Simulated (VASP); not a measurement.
Here is a VASP 6.6.1 calculation.

Contents of INCAR:

```
PREC = Accurate ; ENCUT = 520
EDIFF = 1E-7 ; ISMEAR = -1
SIGMA = 0.1 ; LREAL = False
LASPH = True ; NELM = 80
ALGO = Normal ; ISIF = 2
LWAVE = False ; LCHARG = False
GGA = PS ; NBANDS = 14
```

The input KPOINTS:

```
regular mesh
0
Gamma
  24 24 24
```

The input POSCAR:

```
Rh
1.0
    0.0000000000      1.8824814756      1.8824814756
    1.8824814756      0.0000000000      1.8824814756
    1.8824814756      1.8824814756      0.0000000000
Rh
1
Direct
    0.0000000000      0.0000000000      0.0000000000
```

Potentials or basis: VASP PAW PBE potentials, release 64 (Rh_pv).

Run with:

```bash
$ cat potpaw_PBE.64/Rh_pv/POTCAR > POTCAR
$ mpirun -np 1 vasp_std > vasp.out
```

Problem. What does it give for the pressure?

Solution. 3.9 GPa.

Problem. Predict the band gap on the k mesh.

Solution. Zero (an odd number of electrons rules out a gap without spin polarisation).

Caveat: the cell stands under pressure; the PAW data sets were made with another functional, which shifts forces and pressure a little.
